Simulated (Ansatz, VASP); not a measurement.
One calculation of CuI, two programs

Contents of INCAR:

```
  PREC = Accurate
  ENCUT = 520
  EDIFF = 1E-7
  ISMEAR = 0
  SIGMA = 0.01
  LREAL = F
  LASPH = T
  NELM = 100
  ALGO = Normal
  ISIF = 2
  LWAVE = F
  LCHARG = T
  LELF = T
  LVHAR = T
  NBANDS = 26
```

KPOINTS

```
regular mesh
0
Gamma
  4 4 6
```

File POSCAR:

```
CuI
1.0
    3.7331675900     -3.7110863700      0.0000000000
    3.7331675900      3.7110863700      0.0000000000
    0.0000000000      0.0000000000      4.3069976700
Cu I
2 2
Direct
    0.4204388300      0.5795611700      0.7500000000
    0.5795611700      0.4204388300      0.2500000000
    0.7700426800      0.2299573200      0.7500000000
    0.2299573200      0.7700426800      0.2500000000
```

Input for Ansatz:

```yaml
crystal:
  lattice:
    - [3.73316759, -3.71108637, 0.0]
    - [3.73316759, 3.71108637, 0.0]
    - [0.0, 0.0, 4.30699767]
  atoms:
    - { symbol: Cu, position: [0.42043883, 0.57956117, 0.75] }
    - { symbol: Cu, position: [0.5795611699999998, 0.42043883, 0.25] }
    - { symbol: I, position: [0.77004268, 0.22995732000000002, 0.75] }
    - { symbol: I, position: [0.22995732000000002, 0.77004268, 0.25] }
basis:
  ecutwfc: 550.0
kpoints:
  mp_grid:
    grid: [4, 4, 6]
    shift: [0.0, 0.0, 0.0]
hamiltonian:
  xc: lda
scf:
  occupations:
    method: fixed
output:
  eigenvalues: true
```

Alike in both runs: task single point; functional LDA; k mesh 4 × 4 × 6; no spin polarisation.

|  | VASP | Ansatz |
| --- | --- | --- |
| version | VASP 6.6.1 | Ansatz 0.2.0 |
| potentials or method | VASP PAW LDA potentials, release 64 (Cu, I), cutoff 520 eV | plane waves, PAW |
| occupations | gaussian, width 0.01 eV | fixed |
| valence electrons in the cell | 36 | 72 |

Ansatz gave:

```
gap on the k mesh at the Fermi level (eV) : 0.86
```

Q: Estimate VASP's values.

A: gap on the k mesh at the Fermi level (eV): 0.90.

LDA's correlation is that of Perdew and Zunger in VASP and of Perdew and Wang (1992) in Ansatz. VASP's potentials hold 36 valence electrons a cell and Ansatz's 72, so a difference there can come from the potentials and not from the codes.

Neither program's run includes spin-orbit coupling.
